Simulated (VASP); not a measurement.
Set up this calculation in VASP 6.6.1, as the native input.

```yaml
Task: single point
Functional: PBE
Potentials_or_basis: VASP PAW PBE potentials, release 64 (Sn_d, Te)
Cutoff: 520 eV
k_mesh: 6 × 6 × 4
Occupations: gaussian, width 0.1 eV
Spin: no spin polarisation
Dipole_correction: no
Further_INCAR_settings: ALGO = Normal; EDIFF = 1e-06; NBANDS = 17
```

The structure of SnTe lies in POSCAR:

```
SnTe
1.0
    3.6189621900      0.0000000000      0.0000000000
    0.0000000000      3.6189621900      0.0000000000
    0.0000000000      0.0000000000      4.8514601100
Sn Te
1 1
Direct
    0.0000000000      0.0000000000      0.5000000000
    0.0000000000      0.0000000000      0.0000000000
```

The cell was generated, and may not be a known phase.

The input as run:

INCAR

```
PREC     = Accurate       # precision mode
ENCUT    = 520            # plane-wave cutoff, eV
EDIFF    = 1E-6           # SCF threshold, eV
ISMEAR   = 0              # smearing method
SIGMA    = 0.1            # smearing width, eV
LREAL    = False          # projectors in reciprocal space
LASPH    = True           # aspherical terms in the spheres
NELM     = 100            # most SCF steps
ALGO     = Normal         # electronic algorithm
ISIF     = 2              # what is computed and relaxed
LWAVE    = False          # write WAVECAR
LCHARG   = False          # write CHGCAR
GGA      = PE             # functional
NBANDS   = 17             # bands
```

KPOINTS

```
regular mesh
0
Gamma
  6 6 4
```

Potentials or basis: VASP PAW PBE potentials, release 64 (Sn_d, Te).

Launch:

```sh
$ cat potpaw_PBE.64/Sn_d/POTCAR potpaw_PBE.64/Te/POTCAR > POTCAR
$ mpirun -np 1 vasp_std > vasp.out
```

Results of the run:

| Quantity | Value |
| --- | --- |
| Pressure | 21.9 GPa |
| Band gap on the k mesh | zero (bands 10 and 11 overlap by 3.81 eV) |

Caveat: the stress differs along the axes, from -0 to 66 GPa; spin-orbit coupling is left out, which moves the levels of the heavy elements.

Run time: 15 s on 1 thread of Intel(R) Xeon(R) Platinum 8488C (Sapphire Rapids) (shared host), peak memory 0.18 GiB.
